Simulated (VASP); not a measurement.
Write the native input for VASP 6.6.1 that does the following.

```yaml
Task: single point
Functional: r2SCAN
Potentials_or_basis: VASP PAW PBE potentials, release 64 (Mg, Si)
Cutoff: 520 eV
k_mesh: 16 × 16 × 12
Occupations: gaussian, width 0.15 eV
Spin: no spin polarisation
Dipole_correction: no
Further_INCAR_settings: ALGO = Normal; EDIFF = 1e-07; NBANDS = 10
```

The system is MgSi.

```xyz
2
Lattice="2.8211 0.0000 0.0000 0.0000 2.8211 0.0000 0.0000 0.0000 4.0419" Properties=species:S:1:pos:R:3 pbc="T T T"
Mg    0.0000    0.0000    0.0000
Si    1.4106    1.4106    2.0209
```

This cell differs from its parent crystal: strain -0.030 along x and y, -0.015 along z.

The input as run:

POSCAR

```
MgSi
1.0
    2.8211421800      0.0000000000      0.0000000000
    0.0000000000      2.8211421800      0.0000000000
    0.0000000000      0.0000000000      4.0418755950
Mg Si
1 1
Direct
    0.0000000000      0.0000000000      0.0000000000
    0.5000000000      0.5000000000      0.5000000000
```

INCAR.step1

```
  PREC = Accurate
  ENCUT = 520
  ISMEAR = 0
  SIGMA = 0.15
  LREAL = F
  LASPH = T
  NELM = 100
  NBANDS = 10
  GGA = PE
  ALGO = Normal
  EDIFF = 1E-4
  LWAVE = T
  LCHARG = F
```

INCAR.step2

```
  PREC = Accurate
  ENCUT = 520
  EDIFF = 1E-7
  ISMEAR = 0
  SIGMA = 0.15
  LREAL = F
  LASPH = T
  NELM = 100
  ALGO = Normal
  ISIF = 2
  LWAVE = F
  LCHARG = F
  METAGGA = R2SCAN
  LMIXTAU = T
  NBANDS = 10
  ISTART = 1
```

KPOINTS

```
regular mesh
0
Gamma
  16 16 12
```

Potentials or basis: VASP PAW PBE potentials, release 64 (Mg, Si).

Run with:

```bash
$ cat potpaw_PBE.64/Mg/POTCAR potpaw_PBE.64/Si/POTCAR > POTCAR
$ cp INCAR.step1 INCAR
$ mpirun -np 1 vasp_std > vasp.out
$ cp INCAR.step2 INCAR
$ mpirun -np 1 vasp_std > vasp.out
```

Results of the run:

```json
{"Pressure": "3.6 GPa", "Band gap on the k mesh": "zero (bands 3 and 4 overlap by 7.23 eV)"}
```

Caveat: the cell differs from its parent crystal (strain -0.030 along x and y, -0.015 along z); the cell stands under pressure; the PAW data sets were made with another functional, which shifts forces and pressure a little.

Run time: 3.1 min on 1 thread of AMD EPYC 9R45 96-Core Processor (Zen 5), on a shared host, peak memory 0.21 GiB.
